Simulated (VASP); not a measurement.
# Zr (P6_3/mmc) in VASP: settings compared, part 2 of 2

VASP 6.6.1. Earlier steps stand in the parts before.

### Step 3. Relaxation of cell and atoms, PBE+D4 (23.98 Å³/atom)

This run uses another cell than the first one, of 23.98 Å³/atom.

Contents of POSCAR:

```
Zr
1.0
    3.2640020812      0.0000000000      0.0000000000
   -1.6320010406      2.8267087203      0.0000000000
    0.0000000000      0.0000000000      5.1979637105
Zr
2
Direct
    0.6666666667      0.3333333333      0.7500000000
    0.3333333333      0.6666666667      0.2500000000
```

Contents of INCAR.step1:

```
SYSTEM = Zr
  GGA = PE
  IVDW = 13
  ISMEAR = -1
  SIGMA = 0.02
  LWAVE = .False.
  LCHARG = .False.
  NSW = 80
  PREC = Accurate
  LASPH = .True.
  LREAL = .False.
  ALGO = Normal
  EDIFF = 1E-7
  NELM = 120
  GGA_COMPAT = .False.
  IBRION = 2
  ISIF = 3
  EDIFFG = -0.002
  NELMIN = 4
  ENCUT = 650
  POTIM = 0.5
```

Contents of INCAR.step4:

```
SYSTEM = Zr
  GGA = PE
  IVDW = 13
  ISMEAR = -1
  SIGMA = 0.02
  LWAVE = .False.
  LCHARG = .False.
  PREC = Accurate
  LASPH = .True.
  LREAL = .False.
  ALGO = Normal
  EDIFF = 1E-7
  NELM = 120
  GGA_COMPAT = .False.
  ISIF = 2
  ENCUT = 650
```

Contents of KPOINTS:

```
Automatic mesh
0
Gamma
  13 13 7
  0 0 0
```

Potentials or basis: VASP PAW PBE potentials, release 64 (Zr_sv).

Launch:

```sh
cat potpaw_PBE.64/Zr_sv/POTCAR > POTCAR
cp INCAR.step1 INCAR
cp POSCAR.step1 POSCAR
mpirun -np 1 vasp_std > vasp.out
cp CONTCAR POSCAR
mpirun -np 1 vasp_std > vasp.out
cp CONTCAR POSCAR
mpirun -np 1 vasp_std > vasp.out
cp CONTCAR POSCAR
cp INCAR.step4 INCAR
mpirun -np 1 vasp_std > vasp.out
```

It took 4.4 min on 1 thread of Intel Xeon 6975P-C (Granite Rapids), shared host; peak memory 0.25 GiB.

Results (log left out):

| Property | Result |
| --- | --- |
| Free energy | -17.4509 eV |
| Relaxed volume | 23.06 Å³/atom |
| Relaxed cell | a = 3.209 Å, b = 3.209 Å, c = 5.170 Å, α = 90.00°, β = 90.00°, γ = 120.00° |
| Space group after relaxing (to 0.1 Å) | P6_3/mmc (No. 194) |
| Energy gained by relaxing | 10.6 meV/atom |
| Ionic steps | 12 |
| Pressure after relaxing | 0.0 GPa |
| Band gap on the k mesh | zero (bands 12 and 13 overlap by 1.11 eV) |
| Dispersion energy per atom | -0.206 eV |

The path:
```csv
step,energy change (eV),largest force (eV/Å),pressure (GPa),volume (Å³)
1,0.0000,0.0000,-3.47,47.96
2,-0.0018,0.0000,3.75,44.44
3,-0.0207,0.0000,0.02,46.13
4,-0.0207,0.0000,0.09,46.09
5,-0.0213,0.0000,0.07,46.09
6,-0.0214,0.0000,0.06,46.08
7,-0.0214,0.0000,0.06,46.08
8,-0.0214,0.0000,0.06,46.08
9,-0.0214,0.0000,-0.07,46.15
10,-0.0214,0.0000,0.00,46.11
11,-0.0212,0.0000,0.00,46.11
12,-0.0212,0.0000,0.00,46.11
```

Final structure:
```
Zr
1.0
     3.20917    0.00000    0.00000
    -1.60459    2.77922    0.00000
     0.00000    0.00000    5.17031
Zr
2
Direct
  0.66667 0.33333 0.75000
  0.33333 0.66667 0.25000
```

Levels at points of the mesh, in eV from the Fermi level:
| k point | band 10 | band 11 | band 12 | band 13 | band 14 | band 15 |
| --- | --- | --- | --- | --- | --- | --- |
| (0.00, 0.00, 0.00) | -3.08 | 0.87 | 0.87 | 0.90 | 1.10 | 1.54 |

### Step 4. Single point, HSE06

This run uses another cell than the first one, of 23.75 Å³/atom.

Contents of POSCAR:

```
Zr
1.0
    3.2534045973      0.0000000000      0.0000000000
   -1.6267022986      2.8175310300      0.0000000000
    0.0000000000      0.0000000000      5.1810870861
Zr
2
Direct
    0.6666666667      0.3333333333      0.7500000000
    0.3333333333      0.6666666667      0.2500000000
```

Contents of INCAR.step1:

```
SYSTEM = Zr
ALGO = Normal
EDIFF = 1E-5
ENCUT = 520
GGA = PE
ISIF = 2
ISMEAR = -1
LASPH = .TRUE.
LREAL = .FALSE.
LWAVE = .TRUE.
NBANDS = 19
NELM = 60
PREC = Accurate
SIGMA = 0.05
```

Contents of INCAR.step2:

```
SYSTEM = Zr
ALGO = Normal
EDIFF = 1E-6
ENCUT = 520
GGA = PE
HFSCREEN = 0.2079
ISIF = 2
ISMEAR = -1
ISTART = 1
LASPH = .TRUE.
LCHARG = .TRUE.
LELF = .TRUE.
LHFCALC = .TRUE.
LREAL = .FALSE.
LVHAR = .TRUE.
LWAVE = .FALSE.
NBANDS = 19
NELM = 60
PREC = Accurate
PRECFOCK = Normal
SIGMA = 0.05
```

Contents of KPOINTS:

```
k-points
0
G
  6 6 4
  0 0 0
```

Potentials or basis: VASP PAW PBE potentials, release 64 (Zr_sv).

Launch:

```sh
cat potpaw_PBE.64/Zr_sv/POTCAR > POTCAR
cp INCAR.step1 INCAR
mpirun -np 1 vasp_std > vasp.out
cp INCAR.step2 INCAR
mpirun -np 1 vasp_std > vasp.out
```

OUTCAR:

```text
SYSTEM = Zr
   EDIFF = 1E-6
   ENCUT = 520
   GGA = PE
   HFSCREEN = 0.2079
   ISIF = 2
   ISMEAR = -1
   ISTART = 1
   LASPH = .TRUE.
   LHFCALC = .TRUE.
   LREAL = .FALSE.
   NELM = 60
   PREC = Accurate
   PRECFOCK = Normal

 ion  position               nearest neighbor table
   1  0.667  0.333  0.750-   2 3.20   2 3.20   2 3.20   2 3.20   2 3.20   2 3.20
   2  0.333  0.667  0.250-   1 3.20   1 3.20   1 3.20   1 3.20   1 3.20   1 3.20

[... 657 lines left out ...]

------------------------ aborting loop because EDIFF is reached ----------------------------------------

  FORCE on cell =-STRESS in cart. coord.  units (eV):
  Direction    XX          YY          ZZ          XY          YZ          ZX
  --------------------------------------------------------------------------------------
  -------------------------------------------------------------------------------------
  Total       -0.3454319     -0.3454319     -0.3326308     -0.0000000     -0.0000000      0.0000000
  in kB      -11.6532031    -11.6532031    -11.2213579     -0.0000000     -0.0000000      0.0000000
  external PRESSURE =     -11.5092547 kB  Pullay stress =       0.0000000 kB

 VOLUME and BASIS-vectors are now :
 -----------------------------------------------------------------------------
  energy-cutoff  :      520.00
  volume of cell :       47.49
      direct lattice vectors                 reciprocal lattice vectors
     3.253404597  0.000000000  0.000000000     0.307370316  0.177460335  0.000000000
    -1.626702299  2.817531030  0.000000000     0.000000000  0.354920670  0.000000000
     0.000000000  0.000000000  5.181087086     0.000000000  0.000000000  0.193009688

 POSITION                                       TOTAL-FORCE (eV/Angst)
 -----------------------------------------------------------------------------------
      1.62670      0.93918      3.88582        -0.000000     -0.000000      0.000000
     -0.00000      1.87835      1.29527         0.000000      0.000000     -0.000000
 -----------------------------------------------------------------------------------
    total drift:                                0.000000     -0.000000     -0.000001

  FREE ENERGIE OF THE ION-ELECTRON SYSTEM (eV)
  ---------------------------------------------------
  free  energy   TOTEN  =       -19.6001352612 eV

  energy  without entropy=      -19.5820251960  energy(sigma->0) =      -19.59108023
```

It took 87 min on 1 thread of Oxide Virtual Turin-like, shared host; peak memory 0.24 GiB.

Results:

```
Free energy            : -19.6001 eV
Pressure               : -1.2 GPa
Band gap on the k mesh : zero (bands 12 and 13 overlap by 1.55 eV)
```

Levels at points of the mesh, in eV from the Fermi level:
```csv
k point,band 9,band 10,band 11,band 12,band 13,band 14,band 15,band 16
"(0.00, 0.00, 0.00)",-6.81,-3.64,0.66,1.09,1.09,1.32,1.93,1.93
"(0.50, 0.00, 0.00)",-3.14,-3.09,-2.57,-0.81,0.89,0.92,1.74,5.41
"(0.00, 0.00, 0.50)",-4.87,-4.87,-0.05,-0.05,1.04,1.04,1.04,1.04
"(0.50, 0.00, 0.50)",-3.40,-3.40,-1.31,-1.31,1.43,1.43,2.63,2.63
```

Caveat: the k points lie up to 0.37 Å⁻¹ apart, too coarse for converged energies and pressures of a metal; the PAW data sets were made with another functional, which shifts forces and pressure a little.

### Step 5. The runs side by side

| task | level | cell | k mesh | cutoff (eV) | smearing | dipole correction | grid for exact exchange (PRECFOCK) | share of exact exchange | tolerance level | purpose | gap on the mesh (eV) | pressure (GPa) | relaxed volume (Å³/atom) |
| --- | --- | --- | --- | --- | --- | --- | --- | --- | --- | --- | --- | --- | --- |
| relaxation of cell and atoms | PBE0 | relaxed from a = 3.232, b = 3.232, c = 5.147 Å, angles 90.0, 90.0, 120.0°, 2 atoms | 5 × 5 × 3 | 600 | fermi-dirac 0.05 eV | no | Normal | 0.25 | - | - | none | 0.0 | 23.40 |
| relaxation of cell and atoms | PBE+D4 | relaxed from a = 3.264, b = 3.264, c = 5.198 Å, angles 90.0, 90.0, 120.0°, 2 atoms | 13 × 13 × 7 | 650 | fermi-dirac 0.02 eV | - | - | - | standard | cell | none | 0.0 | 23.06 |
| single point | HSE06 | a = 3.253, b = 3.253, c = 5.181 Å, angles 90.0, 90.0, 120.0°, 2 atoms | 6 × 6 × 4 | 520 | fermi-dirac 0.05 eV | no | Normal | 0.25 | - | - | none | -1.2 | - |

Alike in all rows: potentials or basis VASP PAW PBE potentials, release 64 (Zr_sv); no spin polarisation.

Caveats: some runs use coarse meshes; the PAW data sets were made with another functional, which shifts forces and pressure a little (at least some runs).

Total energies depend on the potentials used, so only differences within one code and one set of settings carry meaning.
